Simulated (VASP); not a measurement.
Runs of VASP 6.6.1 on Si. The structure is that of space group Fd-3m (No. 227), or close to it. The cells are those of the table. 

```tsv
cell	gap on the mesh (eV)	pressure (GPa)
a = 3.848, b = 3.887, c = 3.868 Å, angles 59.5, 60.5, 60.0°, 2 atoms	0.49	-0.1
a = 3.907, b = 3.829, c = 3.868 Å, angles 61.0, 59.0, 60.0°, 2 atoms	0.33	(a)
a = 3.839, b = 3.897, c = 3.868 Å, angles 59.3, 60.7, 60.0°, 2 atoms	0.41	-0.1
a = 3.858, b = 3.877, c = 3.868 Å, angles 59.8, 60.2, 60.0°, 2 atoms	(b)	-0.1
```

Alike in all rows: task single point; level PBE; potentials or basis VASP PAW PBE potentials, release 64 (Si); no spin polarisation; k mesh 8 × 8 × 8; cutoff (eV) 520; smearing gaussian 0.05 eV.

Fill in the values left out.

(a) 0.0; (b) 0.57.

A k mesh can miss the band edges.
